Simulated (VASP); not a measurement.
# CaO (R-3m) in VASP: a series of runs, part 2 of 2

VASP 6.6.1. Earlier steps stand in the parts before.

**3. Single point, r2SCAN (epitaxial 111 strain +3.0%)**

Contents of POSCAR:

```
CaO
1.0
   -0.0755630943      2.3939135227      2.3939135227
    2.3939135227     -0.0755630943      2.3939135227
    2.3939135227      2.3939135227     -0.0755630943
Ca O
1 1
Direct
    0.0000000000      0.0000000000      0.0000000000
    0.5000000000      0.5000000000      0.5000000000
```

Contents of INCAR.step1:

```
PREC = Accurate ; ENCUT = 520
ISMEAR = 0 ; SIGMA = 0.01
LREAL = False ; LASPH = True
NELM = 100 ; NBANDS = 15
GGA = PE ; ALGO = Normal
EDIFF = 1E-4 ; LWAVE = True
LCHARG = False
```

Contents of INCAR.step2:

```
PREC = Accurate ; ENCUT = 520
EDIFF = 1E-6 ; ISMEAR = 0
SIGMA = 0.01 ; LREAL = False
LASPH = True ; NELM = 100
ALGO = Normal ; ISIF = 2
LWAVE = False ; LCHARG = True
METAGGA = R2SCAN ; LMIXTAU = True
LELF = True ; LVHAR = True
NBANDS = 15 ; ISTART = 1
```

Contents of KPOINTS:

```
regular mesh
0
Gamma
  10 10 10
```

Potentials or basis: VASP PAW PBE potentials, release 64 (Ca_sv, O).

Run with:

```
$ cat potpaw_PBE.64/Ca_sv/POTCAR potpaw_PBE.64/O/POTCAR > POTCAR
$ cp INCAR.step1 INCAR
$ mpirun -np 1 vasp_std > vasp.out
$ cp INCAR.step2 INCAR
$ mpirun -np 1 vasp_std > vasp.out
```

OUTCAR:

```text
PREC = Accurate
   ENCUT = 520
   EDIFF = 1E-6
   ISMEAR = 0
   LREAL = False
   LASPH = True
   NELM = 100
   ISIF = 2
   METAGGA = R2SCAN
   ISTART = 1

 ion  position               nearest neighbor table
   1  0.000  0.000  0.000-   2 2.43   2 2.43   2 2.43   2 2.43   2 2.43   2 2.43
   2  0.500  0.500  0.500-   1 2.43   1 2.43   1 2.43   1 2.43   1 2.43   1 2.43

  LATTYP: Found a trigonal (rhomboedric) cell.
 ALAT       =     3.3863481347
 COS(alpha) =     0.4682020868

  Lattice vectors:

 A1 = (  -0.0755630943,   2.3939135227,   2.3939135227)
 A2 = (   2.3939135227,  -0.0755630943,   2.3939135227)
 A3 = (   2.3939135227,   2.3939135227,  -0.0755630943)

Analysis of symmetry for initial positions (statically):
=====================================================================
 Subroutine PRICEL returns:
 Original cell was already a primitive cell.

 Routine SETGRP: Setting up the symmetry group for a
 trigonal (rhombohedral) supercell.

 Subroutine GETGRP returns: Found 12 space group operations
 (whereof 12 operations were pure point group operations)
 out of a pool of 12 trial point group operations.

The static configuration has the point symmetry D_3d.

Analysis of symmetry for dynamics (positions and initial velocities):
=====================================================================
 Subroutine PRICEL returns:
 Original cell was already a primitive cell.

 Routine SETGRP: Setting up the symmetry group for a
 trigonal (rhombohedral) supercell.

 Subroutine GETGRP returns: Found 12 space group operations
 (whereof 12 operations were pure point group operations)
 out of a pool of 12 trial point group operations.

The dynamic configuration has the point symmetry D_3d.

 Subroutine INISYM returns: Found 12 space group operations
 (whereof 12 operations are pure point group operations),
 and found     1 'primitive' translations

----------------------------------------------------------------------------------------

                                     Primitive cell

  volume of cell :      28.7369
[... 120 lines left out ...]
 non-spin polarized calculation
 Gauss-broadening in eV      SIGMA  =   0.01
  energy-cutoff  :      520.00
  volume of cell :       28.74
 maximum number of plane-waves:       793
 NGX is ok and might be reduce to    28
   NGX = 13   NGY = 13   NGZ = 13

 number of electron      16.0000001 magnetization

 Free energy of the ion-electron system (eV)
  ---------------------------------------------------
  ext. energy  EPLUGINS =         0.00000000
  ---------------------------------------------------
  free energy    TOTEN  =       -19.42521877 eV

  energy without entropy =      -19.42521877  energy(sigma->0) =      -19.42521877

 E-fermi :   2.0313     XC(G=0): -10.8938

 val. band max:        1.9361708077   @ k =   0.0000   0.0000   0.0000
 cond. band min:       6.0149867361   @ k =   0.5000   0.5000  -0.0000
 fundamental gap:      4.0788159284
 Fermi energy:         2.0313074146

 k-point     1 :       0.0000    0.0000    0.0000
  band No.  band energies     occupation
      1     -37.3944      2.00000
      2     -17.3104      2.00000
      3     -17.3050      2.00000
      4     -17.3050      2.00000
      5     -14.5752      2.00000
      6       1.7874      2.00000
      7       1.7874      2.00000
      8       1.9362      2.00000
      9       6.9411      0.00000
     10       8.4127      0.00000
     11       8.4127      0.00000
     12       8.9311      0.00000
     13      10.1399      0.00000
     14      10.1399      0.00000
[... 401 lines left out ...]
      2     -17.8991      2.00000
      3     -17.4893      2.00000
      4     -17.4452      2.00000
      5     -14.0851      2.00000
      6       0.1915      2.00000
      7       1.2374      2.00000
      8       1.4668      2.00000
      9       6.6569      0.00000
     10       9.9260      0.00000
     11      11.0713      0.00000
     12      11.1372      0.00000
     13      11.3603      0.00000
     14      13.1178      0.00000
     15      17.9499      0.00000

 [... further k-points ...]

------------------------ aborting loop because EDIFF is reached ----------------------------------------

  FORCE on cell =-STRESS in cart. coord.  units (eV):
  Direction    XX          YY          ZZ          XY          YZ          ZX
  --------------------------------------------------------------------------------------
  -------------------------------------------------------------------------------------
  Total       -0.6569130     -0.6569130     -0.6569130      0.4000057      0.4000057      0.4000057
  in kB      -36.6251129    -36.6251129    -36.6251129     22.3016673     22.3016673     22.3016673
  external PRESSURE =     -36.6251129 kB  Pullay stress =       0.0000000 kB

 VOLUME and BASIS-vectors are now :
 -----------------------------------------------------------------------------
  energy-cutoff  :      520.00
  volume of cell :       28.74
      direct lattice vectors                 reciprocal lattice vectors
    -0.075563094  2.393913523  2.393913523    -0.199225330  0.205718776  0.205718776
     2.393913523 -0.075563094  2.393913523     0.205718776 -0.199225330  0.205718776
     2.393913523  2.393913523 -0.075563094     0.205718776  0.205718776 -0.199225330

 POSITION                                       TOTAL-FORCE (eV/Angst)
 -----------------------------------------------------------------------------------
      0.00000      0.00000      0.00000        -0.000000      0.000000     -0.000000
      2.35613      2.35613      2.35613         0.000000     -0.000000      0.000000
 -----------------------------------------------------------------------------------
    total drift:                                0.000000      0.000000      0.000000

  FREE ENERGIE OF THE ION-ELECTRON SYSTEM (eV)
  ---------------------------------------------------
  free  energy   TOTEN  =       -19.4252187680 eV

  energy  without entropy=      -19.4252187680  energy(sigma->0) =      -19.42521877
```

OUTCAR.step1:

```text
PREC = Accurate
   ENCUT = 520
   ISMEAR = 0
   LREAL = False
   LASPH = True
[... 655 lines left out ...]
      0.00000      0.00000      0.00000         0.000000      0.000000     -0.000000
      2.35613      2.35613      2.35613        -0.000000     -0.000000      0.000000
 -----------------------------------------------------------------------------------
    total drift:                                0.000000      0.000000      0.000000

  FREE ENERGIE OF THE ION-ELECTRON SYSTEM (eV)
  ---------------------------------------------------
  free  energy   TOTEN  =       -12.7856542477 eV

  energy  without entropy=      -12.7856542477  energy(sigma->0) =      -12.78565425
```

OSZICAR.step1:

```text
N       E                     dE             d eps       ncg     rms          rms(c)
DAV:   1     0.124489673510E+03    0.12449E+03   -0.82962E+03  3480   0.108E+03
DAV:   2    -0.930208255662E+01   -0.13379E+03   -0.12459E+03  4385   0.291E+02
DAV:   3    -0.143591615619E+02   -0.50571E+01   -0.50255E+01  4090   0.584E+01
DAV:   4    -0.144955519938E+02   -0.13639E+00   -0.13630E+00  5028   0.843E+00
DAV:   5    -0.144967197782E+02   -0.11678E-02   -0.11677E-02  4050   0.746E-01    0.856E+00
DAV:   6    -0.128716189812E+02    0.16251E+01   -0.52525E+00  3915   0.220E+01    0.370E+00
DAV:   7    -0.127891887348E+02    0.82430E-01   -0.41933E-01  3795   0.661E+00    0.181E+00
DAV:   8    -0.127862989909E+02    0.28897E-02   -0.77621E-02  4537   0.300E+00    0.411E-01
DAV:   9    -0.127849837357E+02    0.13153E-02   -0.44132E-03  3629   0.546E-01    0.112E-01
DAV:  10    -0.127856804117E+02   -0.69668E-03   -0.77034E-04  4348   0.249E-01    0.478E-02
DAV:  11    -0.127856542477E+02    0.26164E-04   -0.39699E-05  3042   0.833E-02
   1 F= -.12785654E+02 E0= -.12785654E+02  d E =-.176382E-86
```

Wall time 5.8 min (1 thread of Oxide Virtual Turin-like, shared host); peak memory 0.17 GiB.

What came out:

```
Free energy            : -19.4252 eV
Pressure               : -3.7 GPa
Band gap on the k mesh : 4.08 eV (least direct gap 4.49 eV)
```

Caveat: the cell differs from its parent crystal (epitaxial 111 strain +3.0%); the cell stands under tension; the PAW data sets were made with another functional, which shifts forces and pressure a little.

**4. Single point, r2SCAN (epitaxial 111 strain +4.0%)**

Contents of POSCAR:

```
CaO
1.0
   -0.1012932707      2.3921588474      2.3921588474
    2.3921588474     -0.1012932707      2.3921588474
    2.3921588474      2.3921588474     -0.1012932707
Ca O
1 1
Direct
    0.0000000000      0.0000000000      0.0000000000
    0.5000000000      0.5000000000      0.5000000000
```

Contents of INCAR.step1:

```
SYSTEM = CaO
PREC = Accurate
ENCUT = 520
ISMEAR = 0
SIGMA = 0.01
LREAL = .False.
LASPH = .True.
NELM = 60
NBANDS = 15
GGA = PE
ALGO = Normal
EDIFF = 1E-4
LWAVE = .True.
LCHARG = .False.
```

Contents of INCAR.step2:

```
SYSTEM = CaO
PREC = Accurate
ENCUT = 520
EDIFF = 1E-6
ISMEAR = 0
SIGMA = 0.01
LREAL = .False.
LASPH = .True.
NELM = 60
ALGO = Normal
ISIF = 2
LWAVE = .False.
LCHARG = .True.
METAGGA = R2SCAN
LMIXTAU = .True.
LELF = .True.
LVHAR = .True.
NBANDS = 15
ISTART = 1
```

Contents of KPOINTS:

```
Automatic mesh
0
Gamma
  10 10 10
  0 0 0
```

Potentials or basis: VASP PAW PBE potentials, release 64 (Ca_sv, O).

Run with:

```
$ cat potpaw_PBE.64/Ca_sv/POTCAR potpaw_PBE.64/O/POTCAR > POTCAR
$ cp INCAR.step1 INCAR
$ mpirun -np 1 vasp_std > vasp.out
$ cp INCAR.step2 INCAR
$ mpirun -np 1 vasp_std > vasp.out
```

OUTCAR:

```text
SYSTEM = CaO
   PREC = Accurate
   ENCUT = 520
   EDIFF = 1E-6
   ISMEAR = 0
   LREAL = .False.
   LASPH = .True.
   NELM = 60
   ISIF = 2
   METAGGA = R2SCAN
   ISTART = 1

 ion  position               nearest neighbor table
   1  0.000  0.000  0.000-   2 2.44   2 2.44   2 2.44   2 2.44   2 2.44   2 2.44
   2  0.500  0.500  0.500-   1 2.44   1 2.44   1 2.44   1 2.44   1 2.44   1 2.44

  LATTYP: Found a trigonal (rhomboedric) cell.
 ALAT       =     3.3845395889
 COS(alpha) =     0.4572462048

  Lattice vectors:

 A1 = (  -0.1012932707,   2.3921588474,   2.3921588474)
 A2 = (   2.3921588474,  -0.1012932707,   2.3921588474)
 A3 = (   2.3921588474,   2.3921588474,  -0.1012932707)

Analysis of symmetry for initial positions (statically):
=====================================================================
 Subroutine PRICEL returns:
 Original cell was already a primitive cell.

 Routine SETGRP: Setting up the symmetry group for a
 trigonal (rhombohedral) supercell.

 Subroutine GETGRP returns: Found 12 space group operations
 (whereof 12 operations were pure point group operations)
 out of a pool of 12 trial point group operations.

The static configuration has the point symmetry D_3d.

Analysis of symmetry for dynamics (positions and initial velocities):
=====================================================================
 Subroutine PRICEL returns:
 Original cell was already a primitive cell.

 Routine SETGRP: Setting up the symmetry group for a
 trigonal (rhombohedral) supercell.

 Subroutine GETGRP returns: Found 12 space group operations
 (whereof 12 operations were pure point group operations)
 out of a pool of 12 trial point group operations.

The dynamic configuration has the point symmetry D_3d.

 Subroutine INISYM returns: Found 12 space group operations
 (whereof 12 operations are pure point group operations),
 and found     1 'primitive' translations

----------------------------------------------------------------------------------------

[... 122 lines left out ...]
   LRPA    =     F    only Hartree local field effects (RPA)
 non-spin polarized calculation
 Gauss-broadening in eV      SIGMA  =   0.01
  energy-cutoff  :      520.00
  volume of cell :       29.12
 maximum number of plane-waves:       799
 NGX is ok and might be reduce to    28
   NGX = 13   NGY = 13   NGZ = 13

 number of electron      16.0000001 magnetization

 Free energy of the ion-electron system (eV)
  ---------------------------------------------------
  ext. energy  EPLUGINS =         0.00000000
  ---------------------------------------------------
  free energy    TOTEN  =       -19.40072157 eV

  energy without entropy =      -19.40072157  energy(sigma->0) =      -19.40072157

 E-fermi :   1.9932     XC(G=0): -10.8266

 val. band max:        1.9048784266   @ k =   0.0000   0.0000   0.0000
 cond. band min:       5.9426894715   @ k =   0.5000   0.5000   0.0000
 fundamental gap:      4.0378110449
 Fermi energy:         1.9932269721

 k-point     1 :       0.0000    0.0000    0.0000
  band No.  band energies     occupation
      1     -37.5322      2.00000
      2     -17.4572      2.00000
      3     -17.4476      2.00000
      4     -17.4476      2.00000
      5     -14.6153      2.00000
      6       1.7109      2.00000
      7       1.7109      2.00000
      8       1.9049      2.00000
      9       6.7519      0.00000
     10       8.2431      0.00000
     11       8.2431      0.00000
     12       8.9446      0.00000
     13      10.0238      0.00000
     14      10.0238      0.00000
[... 401 lines left out ...]
      2     -18.0147      2.00000
      3     -17.6279      2.00000
      4     -17.5770      2.00000
      5     -14.1440      2.00000
      6       0.1362      2.00000
      7       1.1576      2.00000
      8       1.4318      2.00000
      9       6.5701      0.00000
     10       9.7499      0.00000
     11      10.8798      0.00000
     12      10.9815      0.00000
     13      11.2219      0.00000
     14      12.9172      0.00000
     15      17.6801      0.00000

 [... further k-points ...]

------------------------ aborting loop because EDIFF is reached ----------------------------------------

  FORCE on cell =-STRESS in cart. coord.  units (eV):
  Direction    XX          YY          ZZ          XY          YZ          ZX
  --------------------------------------------------------------------------------------
  -------------------------------------------------------------------------------------
  Total       -0.9045549     -0.9045549     -0.9045549      0.5242173      0.5242173      0.5242173
  in kB      -49.7756614    -49.7756614    -49.7756614     28.8465230     28.8465230     28.8465230
  external PRESSURE =     -49.7756614 kB  Pullay stress =       0.0000000 kB

 VOLUME and BASIS-vectors are now :
 -----------------------------------------------------------------------------
  energy-cutoff  :      520.00
  volume of cell :       29.12
      direct lattice vectors                 reciprocal lattice vectors
    -0.101293271  2.392158847  2.392158847    -0.196187869  0.204862543  0.204862543
     2.392158847 -0.101293271  2.392158847     0.204862543 -0.196187869  0.204862543
     2.392158847  2.392158847 -0.101293271     0.204862543  0.204862543 -0.196187869

 POSITION                                       TOTAL-FORCE (eV/Angst)
 -----------------------------------------------------------------------------------
      0.00000      0.00000      0.00000        -0.000000     -0.000000     -0.000000
      2.34151      2.34151      2.34151         0.000000      0.000000      0.000000
 -----------------------------------------------------------------------------------
    total drift:                                0.000000      0.000000      0.000000

  FREE ENERGIE OF THE ION-ELECTRON SYSTEM (eV)
  ---------------------------------------------------
  free  energy   TOTEN  =       -19.4007215708 eV

  energy  without entropy=      -19.4007215708  energy(sigma->0) =      -19.40072157
```

It took 5.7 min on 1 thread of Oxide Virtual Turin-like, shared host; peak memory 0.17 GiB.

Results:

```
Free energy            : -19.4007 eV
Pressure               : -5.0 GPa
Band gap on the k mesh : 4.04 eV (least direct gap 4.45 eV)
```

Stress tensor (GPa, compression positive):
```
-4.98  2.88  2.88
 2.88 -4.98  2.88
 2.88  2.88 -4.98
```

Levels at points of the mesh, in eV from the valence-band top:
| k point | band 5 | band 6 | band 7 | band 8 | band 9 | band 10 | band 11 | band 12 |
| --- | --- | --- | --- | --- | --- | --- | --- | --- |
| (0.00, 0.00, 0.00) | -16.52 | -0.19 | -0.19 | 0.00 | 4.85 | 6.34 | 6.34 | 7.04 |
| (0.50, 0.00, 0.00) | -15.45 | -2.64 | -1.30 | -1.02 | 7.17 | 8.26 | 8.71 | 8.89 |
| (0.50, 0.50, 0.00) | -16.29 | -1.46 | -0.62 | -0.42 | 4.04 | 8.20 | 9.15 | 9.69 |
| (0.50, 0.50, 0.50) | -15.47 | -2.61 | -1.44 | -1.44 | 7.41 | 8.68 | 8.85 | 8.85 |

Caveat: the cell differs from its parent crystal (epitaxial 111 strain +4.0%); the cell stands under tension; the PAW data sets were made with another functional, which shifts forces and pressure a little.

**5. The runs side by side**

| cell | gap on the mesh (eV) | pressure (GPa) |
| --- | --- | --- |
| a = 3.387 Å, angles 61.4°, 2 atoms | 4.12 | -2.2 |
| a = 3.386 Å, angles 62.1°, 2 atoms | 4.08 | -3.7 |
| a = 3.385 Å, angles 62.8°, 2 atoms | 4.04 | -5.0 |

Alike in all rows: task single point; level r2SCAN; potentials or basis VASP PAW PBE potentials, release 64 (Ca_sv, O); no spin polarisation; k mesh 10 × 10 × 10; cutoff (eV) 520; smearing gaussian 0.01 eV.

Caveats: the PAW data sets were made with another functional, which shifts forces and pressure a little; the cell stands under tension (at least some runs).

Absolute energies hang on the potentials; compare differences alone.
